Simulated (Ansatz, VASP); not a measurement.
**Ge: VASP beside Ansatz**

The input INCAR:

```
SYSTEM = Ge
PREC = Accurate
ENCUT = 520
EDIFF = 1E-7
ISMEAR = 0
SIGMA = 0.1
LREAL = .False.
LASPH = .True.
NELM = 100
ALGO = Normal
ISIF = 2
LWAVE = .False.
LCHARG = .True.
LDIPOL = .True.
IDIPOL = 3
DIPOL = 0.5 0.5 0.500
GGA = PE
IVDW = 12
LELF = .True.
LVHAR = .True.
LVACPOTAV = .True.
NBANDS = 21
```

KPOINTS

```
Automatic mesh
0
Gamma
  12 12 1
  0 0 0
```

POSCAR

```
Ge
1.0
    3.9010000000      0.0000000000      0.0000000000
   -1.9505000000      3.3783651002      0.0000000000
    0.0000000000      0.0000000000     28.0000000000
Ge
2
Direct
    0.3333333333      0.6666666667      0.5078571429
    0.6666666667      0.3333333333      0.4921428571
```

Input for Ansatz:

```yaml
crystal:
  lattice:
    - [3.901, 0.0, 0.0]
    - [-1.9505, 3.3783651002, 0.0]
    - [0.0, 0.0, 28.0]
  atoms:
    - { symbol: Ge, position: [0.3333333333, 0.6666666667, 0.5078571429] }
    - { symbol: Ge, position: [0.6666666667, 0.3333333333, 0.4921428571] }
  periodic: [true, true, false]
basis:
  ecutwfc: 420
kpoints:
  mp_grid: { grid: [12, 12, 1] }
hamiltonian:
  xc: pbe
  pseudopotentials: { kind: paw, azcp: { folder: soft_1 } }
  dispersion: d3bj
scf:
  occupations: { method: gaussian, width: 0.1 }
output:
  forces: true
  stress: true
  eigenvalues: true
```

Alike in both runs: task single point; functional PBE; dispersion D3(BJ); k mesh 12 × 12 × 1; occupations gaussian, width 0.1 eV; no spin polarisation.

|  | VASP | Ansatz |
| --- | --- | --- |
| version | VASP 6.6.1 | Ansatz 0.2.0 |
| potentials or method | VASP PAW PBE potentials, release 64 (Ge_d), cutoff 520 eV | scalar-relativistic, plane waves, PAW |
| valence electrons in the cell | 28 | 28 |

Ansatz gave:

* gap on the k mesh at the Fermi level (eV): none
* rms of the force components (eV/Å): 0.449
* work function, face that differs most (eV): 4.38

Task: Estimate VASP's values.

Result: gap on the k mesh at the Fermi level (eV): none; rms of the force components (eV/Å): 0.444; work function, face that differs most (eV): 4.38.

Atom by atom the forces differ by 0.004 eV/Å (rms over components). A gap of «none» marks a metal or a gap that the smearing closes.
